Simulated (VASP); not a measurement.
Set up this calculation in VASP 6.6.1, as the native input.

```yaml
Task: single point
Functional: PBEsol
Potentials_or_basis: VASP PAW PBE potentials, release 64 (Ti_sv)
Cutoff: 520 eV
k_mesh: 12 × 12 × 14
Occupations: gaussian, width 0.15 eV
Spin: no spin polarisation
Dipole_correction: no
Further_INCAR_settings: ALGO = Fast; EDIFF = 1e-06; NBANDS = 25
```

The structure of Ti lies in POSCAR:

```
Ti
1.0
    4.5420000000      0.0000000000      0.0000000000
   -2.2710000000      3.9334873840      0.0000000000
    0.0000000000      0.0000000000      2.4625000000
Ti
3
Direct
    0.0000000000      0.0000000000      0.0000000000
    0.3333333333      0.6666666667      0.5000000000
    0.6666666667      0.3333333333      0.5000000000
```

This isn't the form of Ti at room conditions, which is hcp.

The input as run:

INCAR

```
SYSTEM = Ti
  PREC = Accurate
  ENCUT = 520
  EDIFF = 1E-6
  ISMEAR = 0
  SIGMA = 0.15
  LREAL = .FALSE.
  LASPH = .TRUE.
  NELM = 100
  ALGO = Fast
  ISIF = 2
  LWAVE = .FALSE.
  LCHARG = .TRUE.
  GGA = PS
  LELF = .TRUE.
  LVHAR = .TRUE.
  NBANDS = 25
```

KPOINTS

```
Automatic mesh
0
G
  12 12 14
  0 0 0
```

Potentials or basis: VASP PAW PBE potentials, release 64 (Ti_sv).

The run is started by

```console
$ cat potpaw_PBE.64/Ti_sv/POTCAR > POTCAR
$ mpirun -np 1 vasp_std > vasp.out
```

Results of the run:

| Property | Result |
| --- | --- |
| Pressure | 16.8 GPa |
| Band gap on the k mesh | zero (bands 18 and 19 overlap by 0.91 eV) |

Caveat: the stress differs along the axes, from 14 to 23 GPa; the PAW data sets were made with another functional, which shifts forces and pressure a little.

It took 12 min on 1 thread of AMD EPYC 7R13, on a shared host, peak memory 0.22 GiB.
